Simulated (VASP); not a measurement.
Wanted: the native input for a VASP 6.6.1 run.

```
Task                   : single point
Functional             : PBE
Potentials or basis    : VASP PAW PBE potentials, release 64 (Bi_d, Te)
Cutoff                 : 520 eV
k mesh                 : 7 × 7 × 7
Occupations            : fermi-dirac, width 0.05 eV
Spin                   : no spin polarisation
Dipole correction      : no
Further INCAR settings : ALGO = Normal; EDIFF = 1e-06; NBANDS = 32
```

The structure of Bi2Te3 lies in POSCAR:

```
Bi2Te3
1.0
    2.2246716021      1.2844147483     10.6458174856
   -2.2246716021      1.2844147483     10.6458174856
    0.0000000000     -2.5688294967     10.6458174856
Bi Te
2 3
Direct
    0.6023737716      0.6023737716      0.6023737716
    0.3976262284      0.3976262284      0.3976262284
    0.7848429099      0.7848429099      0.7848429099
    0.2151570901      0.2151570901      0.2151570901
    0.0000000000      0.0000000000      0.0000000000
```

The input as run:

INCAR

```
ALGO = Normal
EDIFF = 1E-6
ENCUT = 520
GGA = PE
ISIF = 2
ISMEAR = -1
LASPH = T
LCHARG = F
LREAL = F
LWAVE = F
NBANDS = 32
NELM = 80
PREC = Accurate
SIGMA = 0.05
```

KPOINTS

```
k-points
0
Gamma
  7 7 7
```

Potentials or basis: VASP PAW PBE potentials, release 64 (Bi_d, Te).

Run with:

```console
$ cat potpaw_PBE.64/Bi_d/POTCAR potpaw_PBE.64/Te/POTCAR > POTCAR
$ mpirun -np 1 vasp_std > vasp.out
```

It gave:

* Pressure: 0.0 GPa
* Largest force: 0.009 eV/Å
* Band gap on the k mesh: 0.49 eV

Caveat: spin-orbit coupling is left out, which moves the levels of the heavy elements.

Wall time 15 min on 1 thread of Intel(R) Xeon(R) 6975P-C (Granite Rapids), with other jobs on the host, peak memory 1.2 GiB.
